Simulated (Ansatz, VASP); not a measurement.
# Two plane-wave programs on Ge

Contents of POSCAR:

```
Ge
1.0
    4.0128347834      0.0000000000      0.0000000000
   -2.0064173917      3.4752168636      0.0000000000
    0.0000000000      0.0000000000     25.6485141116
Ge
8
Direct
    0.3333333333      0.6666666667      0.2924146002
    0.0000000000      0.0000000000      0.3243508156
    0.0000000000      0.0000000000      0.4201594616
    0.6666666667      0.3333333333      0.4520956770
    0.6666666667      0.3333333333      0.5479043230
    0.3333333333      0.6666666667      0.5798405384
    0.3333333333      0.6666666667      0.6756491844
    0.0000000000      0.0000000000      0.7075853998
```

Contents of INCAR.step1:

```
PREC     = Accurate       # precision mode
ENCUT    = 450            # plane-wave cutoff, eV
ISMEAR   = 0              # smearing method
SIGMA    = 0.01           # smearing width, eV
LREAL    = F              # projectors in reciprocal space
LASPH    = T              # aspherical terms in the spheres
NELM     = 120            # most SCF steps
LDIPOL   = T            
IDIPOL   = 3            
DIPOL    = 0.5 0.5 0.500
NBANDS   = 66             # bands
GGA      = PE             # functional
ALGO     = Normal         # electronic algorithm
EDIFF    = 1E-5           # SCF threshold, eV
LWAVE    = T              # write WAVECAR
LCHARG   = F              # write CHGCAR
GGA_COMPAT= F            
NELMDL   = -8
```

The input INCAR.step2:

```
PREC     = Accurate       # precision mode
ENCUT    = 450            # plane-wave cutoff, eV
EDIFF    = 1E-6           # SCF threshold, eV
ISMEAR   = 0              # smearing method
SIGMA    = 0.01           # smearing width, eV
LREAL    = F              # projectors in reciprocal space
LASPH    = T              # aspherical terms in the spheres
NELM     = 120            # most SCF steps
ALGO     = Normal         # electronic algorithm
ISIF     = 2              # what is computed and relaxed
LWAVE    = F              # write WAVECAR
LCHARG   = F              # write CHGCAR
LDIPOL   = T            
IDIPOL   = 3            
DIPOL    = 0.5 0.5 0.500
METAGGA  = R2SCAN         # meta-GGA
LMIXTAU  = T            
NBANDS   = 66             # bands
ISTART   = 1            
GGA_COMPAT= F
```

Contents of KPOINTS:

```
regular mesh
0
Gamma
  9 9 1
```

Input for Ansatz:

```yaml
crystal:
  lattice:
    - [4.0128347834, 0.0, 0.0]
    - [-2.0064173917, 3.4752168636, 0.0]
    - [0.0, 0.0, 25.6485141116]
  atoms:
    - { symbol: Ge, position: [0.3333333333, 0.6666666667, 0.2924146002] }
    - { symbol: Ge, position: [0.0, 0.0, 0.3243508156] }
    - { symbol: Ge, position: [0.0, 0.0, 0.4201594616] }
    - { symbol: Ge, position: [0.6666666667, 0.3333333333, 0.452095677] }
    - { symbol: Ge, position: [0.6666666667, 0.3333333333, 0.547904323] }
    - { symbol: Ge, position: [0.3333333333, 0.6666666667, 0.5798405384] }
    - { symbol: Ge, position: [0.3333333333, 0.6666666667, 0.6756491844] }
    - { symbol: Ge, position: [0.0, 0.0, 0.7075853998] }
basis:
  ecutwfc: 500
kpoints:
  mp_grid: { grid: [9, 9, 1] }
hamiltonian:
  xc: r2scan
scf:
  occupations: { method: gaussian, width: 0.01 }
  max_iter: 83
output:
  forces: true
  stress: true
  eigenvalues: true
efield:
  axis: 3
  dipole_correction: true
  ramp_width: 0.04
```

Alike in both runs: task single point; functional r2SCAN; k mesh 9 × 9 × 1; occupations gaussian, width 0.01 eV; no spin polarisation.

```csv
,VASP,Ansatz
version,VASP 6.6.1,Ansatz 0.2.0
potentials or method,"VASP PAW PBE potentials, release 64 (Ge_d), cutoff 450 eV","scalar-relativistic, plane waves, PAW"
valence electrons in the cell,112,112
```

|  | VASP | Ansatz | Ansatz less VASP |
| --- | --- | --- | --- |
| gap on the k mesh at the Fermi level (eV) | none | none | - |
| rms of the force components (eV/Å) | 0.190 | 0.190 | -0.0002 |

VASP's potentials were made for PBE, not for r2SCAN. Atom by atom the forces differ by 0.001 eV/Å (rms over components). A gap of «none» marks a metal or a gap that the smearing closes. The functional is the same, so the differences come from potentials, cutoffs and numerics.
